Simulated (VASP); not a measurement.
## AlAs: single point with PBEsol

Crystal: AlAs.

```
Al As
1.0
     0.00000    2.68888    2.75964
     2.68888    0.00000    2.75964
     2.68888    2.68888    0.00000
Al As
1 1
Direct
  0.00000 0.00000 0.00000
  0.75000 0.75000 0.75000
```

This cell differs from its parent crystal: strain -0.050 along x and y, -0.025 along z.

```json
{
 "Program": "VASP 6.6.1",
 "Task": "single point",
 "Functional": "PBEsol",
 "Potentials or basis": "VASP PAW PBE potentials, release 64 (Al, As)",
 "Cutoff": "500 eV",
 "k mesh": "8 × 8 × 8",
 "Occupations": "gaussian, width 0.05 eV",
 "Spin": "no spin polarisation"
}
```

* Pressure: 13.4 GPa
* Band gap on the k mesh: 0.98 eV, indirect (least direct gap 2.96 eV)

Stress tensor (GPa, compression positive):
```
13.85  0.00  0.00
 0.00 13.85  0.00
 0.00  0.00 12.59
```

Levels at points of the mesh, in eV from the valence-band top:
```
           k point  band 1  band 2  band 3  band 4  band 5  band 6  band 7  band 8
(0.00, 0.00, 0.00)  -12.71   -0.14    0.00    0.00    2.96    4.43    4.43    4.46
(0.50, 0.00, 0.00)  -10.96   -6.27   -1.09   -0.84    2.50    4.56    4.79    7.75
(0.50, 0.50, 0.00)  -10.35   -6.10   -2.40   -2.40    1.12    2.32   11.26   11.26
(0.50, 0.00, 0.50)  -10.25   -5.91   -2.60   -2.60    0.98    2.07   10.85   11.50
```

Wall time 12 s on 1 thread of AMD EPYC 9R45 96-Core Processor (Zen 5), on a shared host, peak memory 0.14 GiB.

Caveat: the cell differs from its parent crystal (strain -0.050 along x and y, -0.025 along z); the PAW data sets were made with another functional, which shifts forces and pressure a little. A k mesh can miss the band edges.
